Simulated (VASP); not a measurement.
# Si2W (P6_222) in VASP: notebook

The runs below take Si2W through single point, with PBEsol.

Everything below comes from runs of VASP 6.6.1. Logs are shortened: lines on timing, memory, paths and dates and some standing lists are left out, and cuts for length are marked.

### Step 1. The cell of the first run

The structure is hexagonal, space group P6_222 (No. 180). The conventional cell has a = 4.576 Å, b = 4.576 Å, c = 6.273 Å, α = 90.00°, β = 90.00°, γ = 120.00°. Si (site symmetry 2) has 9 Si at 2.46 to 3.13 Å and 5 W at 2.48 to 2.66 Å within 3.2 Å. Within 3.3 Å of W (site symmetry 222) lie 10 Si at 2.48 to 2.66 Å and 4 W at 3.10 Å.

### Step 2. Single point, PBEsol (strain +0.000 along x and y, -0.050 along z)

INCAR reads:

```
SYSTEM = Si2W
  ALGO = Normal
  EDIFF = 1E-6
  ENCUT = 520
  GGA = PS
  ISIF = 2
  ISMEAR = 0
  LASPH = .True.
  LCHARG = .False.
  LREAL = .False.
  LWAVE = .False.
  NBANDS = 43
  NELM = 80
  PREC = Accurate
  SIGMA = 0.15
```

KPOINTS reads:

```
k-points
0
Gamma
  12 12 6
  0 0 0
```

POSCAR reads:

```
Si2W
1.0
    4.5760866017      0.0000000000      0.0000000000
   -2.2880433009      3.9630072470      0.0000000000
    0.0000000000      0.0000000000      6.2731420963
Si W
6 3
Direct
    0.8361793875      0.6723587749      0.5000000000
    0.1638206125      0.8361793875      0.8333333333
    0.6723587749      0.8361793875      0.1666666667
    0.1638206125      0.3276412251      0.5000000000
    0.8361793875      0.1638206125      0.8333333333
    0.3276412251      0.1638206125      0.1666666667
    0.0000000000      0.5000000000      0.1666666667
    0.5000000000      0.5000000000      0.8333333333
    0.5000000000      0.0000000000      0.5000000000
```

Potentials or basis: VASP PAW PBE potentials, release 64 (Si, W_sv).

The run is started by

```console
$ cat potpaw_PBE.64/Si/POTCAR potpaw_PBE.64/W_sv/POTCAR > POTCAR
$ mpirun -np 1 vasp_std > vasp.out
```

OUTCAR:

```text
SYSTEM = Si2W
   EDIFF = 1E-6
   ENCUT = 520
   GGA = PS
   ISIF = 2
   ISMEAR = 0
   LASPH = .True.
   LREAL = .False.
   NELM = 80
   PREC = Accurate

 ion  position               nearest neighbor table
   1  0.836  0.672  0.500-   2 2.46   3 2.46   7 2.48   8 2.48   4 2.60   9 2.63   9 2.63   9 2.66
                             4 2.66   4 2.66   6 3.07   5 3.07   6 3.13   5 3.13
   2  0.164  0.836  0.833-   1 2.46   6 2.46   9 2.48   7 2.48   5 2.60   8 2.63   8 2.63   8 2.66
                             5 2.66   5 2.66   4 3.07   3 3.07   4 3.13   3 3.13
   3  0.672  0.836  0.167-   1 2.46   5 2.46   9 2.48   8 2.48   6 2.60   7 2.63   7 2.63   7 2.66
                             6 2.66   6 2.66   4 3.07   2 3.07   4 3.13   2 3.13
   4  0.164  0.328  0.500-   5 2.46   6 2.46   7 2.48   8 2.48   1 2.60   9 2.63   9 2.63   9 2.66
                             1 2.66   1 2.66   3 3.07   2 3.07   3 3.13   2 3.13
   5  0.836  0.164  0.833-   4 2.46   3 2.46   9 2.48   7 2.48   2 2.60   8 2.63   8 2.63   8 2.66
                             2 2.66   2 2.66   1 3.07   6 3.07   1 3.13   6 3.13
   6  0.328  0.164  0.167-   4 2.46   2 2.46   9 2.48   8 2.48   3 2.60   7 2.63   7 2.63   7 2.66
                             3 2.66   3 2.66   1 3.07   5 3.07   1 3.13   5 3.13
   7  0.000  0.500  0.167-   1 2.48   4 2.48   2 2.48   5 2.48   6 2.63   3 2.63   6 2.63   3 2.63
                             3 2.66   6 2.66   9 3.10   9 3.10   8 3.10   8 3.10
   8  0.500  0.500  0.833-   1 2.48   4 2.48   3 2.48   6 2.48   2 2.63   5 2.63   2 2.63   5 2.63
                             5 2.66   2 2.66   9 3.10   9 3.10   7 3.10   7 3.10
   9  0.500  0.000  0.500-   3 2.48   6 2.48   5 2.48   2 2.48   4 2.63   1 2.63   4 2.63   1 2.63
                             4 2.66   1 2.66   7 3.10   7 3.10   8 3.10   8 3.10

  LATTYP: Found a hexagonal cell.
 ALAT       =     4.5760866017
 C/A-ratio  =     1.3708530109

  Lattice vectors:

 A1 = (   4.5760866017,   0.0000000000,   0.0000000000)
 A2 = (  -2.2880433009,   3.9630072470,   0.0000000000)
 A3 = (   0.0000000000,   0.0000000000,   6.2731420963)

Analysis of symmetry for initial positions (statically):
=====================================================================
 Subroutine PRICEL returns:
 Original cell was already a primitive cell.

 Routine SETGRP: Setting up the symmetry group for a
 hexagonal supercell.

 Subroutine GETGRP returns: Found 12 space group operations
 (whereof  4 operations were pure point group operations)
 out of a pool of 24 trial point group operations.

The static configuration has the point symmetry D_2 .
 The point group associated with its full space group is D_6 .

Analysis of symmetry for dynamics (positions and initial velocities):
=====================================================================
 Subroutine PRICEL returns:
 Original cell was already a primitive cell.

 Routine SETGRP: Setting up the symmetry group for a
 hexagonal supercell.

 Subroutine GETGRP returns: Found 12 space group operations
 (whereof  4 operations were pure point group operations)
 out of a pool of 24 trial point group operations.

The dynamic configuration has the point symmetry D_2 .
 The point group associated with its full space group is D_6 .

 Subroutine INISYM returns: Found 12 space group operations
 (whereof  4 operations are pure point group operations),
 and found     1 'primitive' translations

----------------------------------------------------------------------------------------

                                     Primitive cell

  volume of cell :     113.7638

  direct lattice vectors                    reciprocal lattice vectors
     4.576086602  0.000000000  0.000000000     0.218527333  0.126166814  0.000000000
    -2.288043301  3.963007247  0.000000000     0.000000000  0.252333629  0.000000000
     0.000000000  0.000000000  6.273142096     0.000000000  0.000000000  0.159409748

  length of vectors
     4.576086602  4.576086602  6.273142096     0.252333629  0.252333629  0.159409748

  position of ions in fractional coordinates (direct lattice)
     0.836179388  0.672358775  0.500000000
     0.163820612  0.836179388  0.833333333
     0.672358775  0.836179388  0.166666667
     0.163820612  0.327641225  0.500000000
     0.836179388  0.163820612  0.833333333
     0.327641225  0.163820612  0.166666667
     1.000000000  0.500000000  0.166666667
     0.500000000  0.500000000  0.833333333
     0.500000000  0.000000000  0.500000000

  ion indices of the primitive-cell ions
   primitive index   ion index
                 1           1
                 2           2
                 3           3
                 4           4
                 5           5
                 6           6
                 7           7
                 8           8
                 9           9

----------------------------------------------------------------------------------------

 KPOINTS: k-points

Automatic generation of k-mesh.
 Grid dimensions read from file:
 generate k-points for:   12   12    6

 Generating k-lattice:

  Cartesian coordinates                     Fractional coordinates (reciprocal lattice)
     0.018210611  0.010513901  0.000000000     0.083333333  0.000000000  0.000000000
     0.000000000  0.021027802  0.000000000     0.000000000  0.083333333  0.000000000
     0.000000000  0.000000000  0.026568291     0.000000000  0.000000000  0.166666667

  Length of vectors
     0.021027802  0.021027802  0.026568291

  Shift w.r.t. Gamma in fractional coordinates (k-lattice)
     0.000000000  0.000000000  0.000000000

 Subroutine IBZKPT returns following result:
 ===========================================

 Found     76 irreducible k-points:

 Following reciprocal coordinates:
            Coordinates               Weight
  0.000000  0.000000  0.000000      1.000000
  0.083333 -0.000000  0.000000      6.000000
  0.166667  0.000000  0.000000      6.000000
  0.250000 -0.000000  0.000000      6.000000
  0.333333 -0.000000  0.000000      6.000000
  0.416667 -0.000000  0.000000      6.000000
[... 16 lines left out ...]
  0.250000 -0.000000  0.166667     12.000000
  0.333333 -0.000000  0.166667     12.000000
 [... further k-points ...]
   k-points           NKPTS =     76   k-points in BZ     NKDIM =     76   number of bands    NBANDS=     43
   number of dos      NEDOS =    301   number of ions     NIONS =      9
   total plane-waves  NPLWV =  62208
   dimension x,y,z NGX =    36 NGY =   36 NGZ =   48
   dimension x,y,z NGXF=    72 NGYF=   72 NGZF=   96
   ions per type =               6   3
   NGX,Y,Z   is equivalent  to a cutoff of  13.08, 13.08, 12.72 a.u.
   NGXF,Y,Z  is equivalent  to a cutoff of  26.16, 26.16, 25.44 a.u.
 SYSTEM =  Si2W
   PREC   = accura    normal or accurate (medium, high low for compatibility)
   ISTART =      0    job   : 0-new  1-cont  2-samecut
   ICHARG =      2    charge: 1-file 2-atom 10-const
   ISPIN  =      1    spin polarized calculation?
   LNONCOLLINEAR =      F non collinear calculations
   LSORBIT =      F    spin-orbit coupling
   LASPH  =      T    aspherical Exc in radial PAW
   ENCUT  =  520.0 eV  38.22 Ry    6.18 a.u.   8.51  8.51 11.66*2*pi/ulx,y,z
   NELM   =     80;   NELMIN=  2; NELMDL= -5     # of ELM steps
   EDIFF  = 0.1E-05   stopping-criterion for ELM
   LREAL  =      F    real-space projection
[... 7 lines left out ...]
   TEBEG  =    0.0;   TEEND  =   0.0 temperature during run
   PSTRESS=    0.0 pullay stress
   NELECT =      66.0000    total number of electrons
   NUPDOWN=      -1.0000    fix difference up-down
   EMIN   =  10.00;   EMAX   =-10.00  energy-range for DOS
   EFERMI =   0.00;   METHOD = LEGACY
   ISMEAR =     0;   SIGMA  =   0.15  broadening in eV -4-tet -1-fermi 0-gaus
   EFERMI_NEDOS =   21; number of points for ismear=-14 and -15
   IALGO  =     38    algorithm
   IMIX   =      4    mixing-type and parameters
     AMIX     =   0.40;   BMIX     =  1.00
     AMIX_MAG =   1.60;   BMIX_MAG =  1.00
  volume/ion in A,a.u.               =      12.64        85.30
  Fermi-wavevector in a.u.,A,eV,Ry     =   1.365384  2.580201 25.364972  1.864273
  Thomas-Fermi vector in A             =   2.491617
   LORBIT       =      0    0 simple, 1 ext, 2 COOP (PROOUT), +10 PAW based schemes
   GGA     = PS    functional components
   LHFCALC =     F    Hartree Fock is set to
   AEXX    =    0.0000 exact exchange contribution
   IVDW    =     0    specifies the selected vdW correction
   LEPSILON=     F    determine dielectric tensor
   LRPA    =     F    only Hartree local field effects (RPA)
 non-spin polarized calculation
 Gauss-broadening in eV      SIGMA  =   0.15
  energy-cutoff  :      520.00
  volume of cell :      113.76
 maximum number of plane-waves:      3101
 NGX is ok and might be reduce to    36
   NGX = 17   NGY = 17   NGZ = 23

 number of electron      66.0000006 magnetization

 Free energy of the ion-electron system (eV)
  ---------------------------------------------------
  ext. energy  EPLUGINS =         0.00000000
  ---------------------------------------------------
  free energy    TOTEN  =       -78.81372134 eV

  energy without entropy =      -78.81021458  energy(sigma->0) =      -78.81196796

 E-fermi :  13.5573     XC(G=0): -12.9095

 val. band max:       13.5138590965   @ k =   0.5000  -0.0000   0.0000
 cond. band min:      13.5784698988   @ k =   0.5000  -0.0000   0.5000
 fundamental gap:      0.0646108023
 Fermi energy:        13.5573077136

 k-point     1 :       0.0000    0.0000    0.0000
  band No.  band energies     occupation
      1     -60.7536      2.00000
      2     -60.7343      2.00000
      3     -60.7343      2.00000
      4     -25.2249      2.00000
      5     -25.2065      2.00000
      6     -25.2065      2.00000
[... 35 lines left out ...]
     42      17.0014      0.00000
     43      17.0022      0.00000

 k-point     2 :       0.0833   -0.0000    0.0000
  band No.  band energies     occupation
      1     -60.7533      2.00000
      2     -60.7346      2.00000
      3     -60.7343      2.00000
      4     -25.2336      2.00000
      5     -25.2115      2.00000
      6     -25.2028      2.00000
[... 35 lines left out ...]
     42      16.6652      0.00000
     43      16.9857      0.00000

 k-point     3 :       0.1667    0.0000    0.0000
  band No.  band energies     occupation
      1     -60.7524      2.00000
      2     -60.7354      2.00000
      3     -60.7343      2.00000
      4     -25.2470      2.00000
      5     -25.2209      2.00000
      6     -25.2017      2.00000
[... 35 lines left out ...]
     42      16.6950      0.00000
     43      17.2155      0.00000

 k-point     4 :       0.2500   -0.0000    0.0000
  band No.  band energies     occupation
      1     -60.7511      2.00000
      2     -60.7367      2.00000
      3     -60.7343      2.00000
      4     -25.2588      2.00000
      5     -25.2306      2.00000
      6     -25.2024      2.00000
[... 863 lines left out ...]
     42      16.8345      0.00000
     43      17.0883      0.00000

 k-point    23 :       0.2500   -0.0000    0.1667
  band No.  band energies     occupation
      1     -60.7505      2.00000
      2     -60.7390      2.00000
      3     -60.7326      2.00000
      4     -25.2563      2.00000
      5     -25.2380      2.00000
      6     -25.2051      2.00000
[... 35 lines left out ...]
     42      16.9294      0.00000
     43      17.2746      0.00000

 k-point    24 :       0.3333   -0.0000    0.1667
  band No.  band energies     occupation
      1     -60.7490      2.00000
      2     -60.7396      2.00000
      3     -60.7334      2.00000
      4     -25.2631      2.00000
      5     -25.2469      2.00000
      6     -25.2046      2.00000
[... 35 lines left out ...]
     42      16.9392      0.00000
     43      17.3250      0.00000

 [... further k-points ...]

------------------------ aborting loop because EDIFF is reached ----------------------------------------

  FORCE on cell =-STRESS in cart. coord.  units (eV):
  Direction    XX          YY          ZZ          XY          YZ          ZX
  --------------------------------------------------------------------------------------
  -------------------------------------------------------------------------------------
  Total        6.3773837      6.3773837     20.1859593     -0.0000000     -0.0000000      0.0000000
  in kB       89.8150067     89.8150067    284.2861804     -0.0000000     -0.0000000      0.0000000
  external PRESSURE =     154.6387312 kB  Pullay stress =       0.0000000 kB

 VOLUME and BASIS-vectors are now :
 -----------------------------------------------------------------------------
  energy-cutoff  :      520.00
  volume of cell :      113.76
      direct lattice vectors                 reciprocal lattice vectors
     4.576086602  0.000000000  0.000000000     0.218527333  0.126166814  0.000000000
    -2.288043301  3.963007247  0.000000000     0.000000000  0.252333629  0.000000000
     0.000000000  0.000000000  6.273142096     0.000000000  0.000000000  0.159409748

 POSITION                                       TOTAL-FORCE (eV/Angst)
 -----------------------------------------------------------------------------------
      2.28804      2.66456      3.13657        -0.000000      0.156705     -0.000000
     -1.16356      3.31378      5.22762        -0.135710      0.078352     -0.000000
      1.16356      3.31378      1.04552         0.135710      0.078352     -0.000000
     -0.00000      1.29844      3.13657         0.000000     -0.156705     -0.000000
      3.45160      0.64922      5.22762         0.135710     -0.078352     -0.000000
      1.12449      0.64922      1.04552        -0.135710     -0.078352     -0.000000
     -1.14402      1.98150      1.04552         0.000000      0.000000      0.000000
      1.14402      1.98150      5.22762        -0.000000      0.000000      0.000000
      2.28804      0.00000      3.13657         0.000000      0.000000     -0.000000
 -----------------------------------------------------------------------------------
    total drift:                                0.000000     -0.000000      0.000000

  FREE ENERGIE OF THE ION-ELECTRON SYSTEM (eV)
  ---------------------------------------------------
  free  energy   TOTEN  =       -78.8137213446 eV

  energy  without entropy=      -78.8102145843  energy(sigma->0) =      -78.81196796
```

Run time: 3.4 min. Hardware: 1 thread of AMD EPYC 9R45 (Zen 5), shared host; peak memory 0.38 GiB.

What came out:

```
Free energy            : -78.8137 eV
Pressure               : 15.5 GPa
Largest force          : 0.157 eV/Å
Band gap on the k mesh : zero (bands 33 and 34 overlap by 0.06 eV)
```

Forces on the atoms (eV/Å):
```
Si   0.000  0.157  0.000
Si  -0.136  0.078  0.000
Si   0.136  0.078  0.000
Si   0.000 -0.157  0.000
Si   0.136 -0.078  0.000
Si  -0.136 -0.078  0.000
W    0.000  0.000  0.000
W    0.000  0.000  0.000
W    0.000  0.000  0.000
```

Caveat: the cell differs from its parent crystal (strain +0.000 along x and y, -0.050 along z); the stress differs along the axes, from 9 to 28 GPa; the PAW data sets were made with another functional, which shifts forces and pressure a little; spin-orbit coupling is left out, which moves the levels of the heavy elements.

### Step 3. Single point, PBEsol (strain +0.000 along x and y, -0.025 along z)

INCAR reads:

```
PREC     = Accurate       # precision mode
ENCUT    = 520            # plane-wave cutoff, eV
EDIFF    = 1E-6           # SCF threshold, eV
ISMEAR   = 0              # smearing method
SIGMA    = 0.15           # smearing width, eV
LREAL    = F              # projectors in reciprocal space
LASPH    = T              # aspherical terms in the spheres
NELM     = 80             # most SCF steps
ALGO     = Normal         # electronic algorithm
ISIF     = 2              # what is computed and relaxed
LWAVE    = F              # write WAVECAR
LCHARG   = F              # write CHGCAR
GGA      = PS             # functional
NBANDS   = 43             # bands
```

KPOINTS reads:

```
regular mesh
0
Gamma
  12 12 6
```

POSCAR: that of step 2 with these lines changed.

```diff
@@ -4,3 +4,3 @@
    -2.2880433009      3.9630072470      0.0000000000
-    0.0000000000      0.0000000000      6.2731420963
+    0.0000000000      0.0000000000      6.4382247831
 Si W
```

Potentials or basis: VASP PAW PBE potentials, release 64 (Si, W_sv).

The run is started by

```console
$ cat potpaw_PBE.64/Si/POTCAR potpaw_PBE.64/W_sv/POTCAR > POTCAR
$ mpirun -np 1 vasp_std > vasp.out
```

Run time: 3.4 min. Hardware: 1 thread of AMD EPYC 9R45 (Zen 5), shared host; peak memory 0.39 GiB.

Results (log left out):

```yaml
Free_energy: -79.1956 eV
Pressure: 7.2 GPa
Largest_force: 0.070 eV/Å
Band_gap_on_the_k_mesh: zero (bands 33 and 34 overlap by 0.05 eV)
```

Forces in eV/Å, atoms in the order of the input:
```
Si   0.000  0.070  0.000
Si  -0.060  0.035  0.000
Si   0.060  0.035  0.000
Si   0.000 -0.070  0.000
Si   0.060 -0.035  0.000
Si  -0.060 -0.035  0.000
W    0.000  0.000  0.000
W    0.000  0.000  0.000
W    0.000  0.000  0.000
```

Stress tensor (GPa, compression positive):
```
 4.35  0.00  0.00
 0.00  4.35  0.00
 0.00  0.00 12.88
```

Levels at points of the mesh, in eV from the Fermi level:
| k point | band 31 | band 32 | band 33 | band 34 | band 35 | band 36 |
| --- | --- | --- | --- | --- | --- | --- |
| (0.00, 0.00, 0.00) | -3.34 | -2.85 | -1.05 | 2.11 | 2.11 | 2.33 |
| (0.50, 0.00, 0.00) | -1.79 | -1.29 | -0.80 | -0.04 | 0.70 | 0.76 |
| (0.00, 0.00, 0.50) | -2.85 | -0.67 | -0.67 | 1.94 | 2.23 | 2.23 |
| (0.50, 0.00, 0.50) | -2.30 | -1.55 | 0.02 | 0.57 | 1.17 | 1.39 |

Caveat: the cell differs from its parent crystal (strain +0.000 along x and y, -0.025 along z); the stress differs along the axes, from 4 to 13 GPa; the PAW data sets were made with another functional, which shifts forces and pressure a little; spin-orbit coupling is left out, which moves the levels of the heavy elements.

The gap in the log of VASP goes by the Fermi energy; the results here count the filled bands.